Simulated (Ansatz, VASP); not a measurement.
## One calculation of Ga, two programs

File INCAR:

```
ALGO = Normal ; EDIFF = 1E-8
ENCUT = 520 ; GGA = PS
ISIF = 2 ; ISMEAR = -1
LASPH = True ; LCHARG = False
LEFG = True ; LREAL = False
LWAVE = False ; NBANDS = 34
NELM = 60 ; PREC = Accurate
SIGMA = 0.05
```

KPOINTS

```
k-points
0
Gamma
  9 9 8
```

Contents of POSCAR:

```
Ga
1.0
    2.2995837791     -3.8973680524      0.0000000000
    2.2995837791      3.8973680524      0.0000000000
    0.0000000000      0.0000000000      4.6052852350
Ga
4
Direct
    0.1525000000      0.8475000000      0.0785000000
    0.6525000000      0.3475000000      0.4215000000
    0.8475000000      0.1525000000      0.9215000000
    0.3475000000      0.6525000000      0.5785000000
```

Input for Ansatz:

```yaml
crystal:
  lattice:
    - [2.2995837791, -3.8973680524, 0.0]
    - [2.2995837791, 3.8973680524, 0.0]
    - [0.0, 0.0, 4.605285235]
  atoms:
    - { symbol: Ga, position: [0.1525, 0.8475, 0.0785] }
    - { symbol: Ga, position: [0.6525, 0.3475, 0.4215] }
    - { symbol: Ga, position: [0.8475, 0.1525, 0.9215] }
    - { symbol: Ga, position: [0.3475, 0.6525, 0.5785] }
kpoints:
  mp_grid: { grid: [9, 9, 8] }
scf:
  occupations: { method: fermi_dirac, width: 0.05 }
hamiltonian:
  xc: pbesol
  pseudopotentials: { kind: paw }
output:
  forces: true
  stress: true
  eigenvalues: true
  efg: { contact_densities: true }
```

Change from the starting cell: volume scaled by 1.06, PAW files.

Alike in both runs: task electric field gradients; functional PBEsol; k mesh 9 × 9 × 8; occupations fermi-dirac, width 0.05 eV; no spin polarisation.

```csv
,VASP,Ansatz
version,VASP 6.6.1,Ansatz 0.2.0
potentials or method,"VASP PAW PBE potentials, release 64 (Ga_d)","PAW with Ansatz's default frozen-core files, scalar-relativistic"
plane-wave cutoff (eV),520,420
valence electrons in the cell,52,52
```

|  | VASP | Ansatz | Ansatz less VASP |
| --- | --- | --- | --- |
| pressure (GPa) | -3.9 | -3.9 | -0.05 |
| traceless stress, the component that is largest in VASP (GPa) | 0.96 | 0.98 | +0.016 |
| rms of the force components (eV/Å) | 0.233 | 0.236 | +0.0027 |
| size of Vzz on the site where it differs most (V/Å²) | 47.7 | 49.9 | +2.23 |

VASP's potentials were made for PBE, not for PBEsol. Atom by atom the forces differ by 0.003 eV/Å (rms over components).
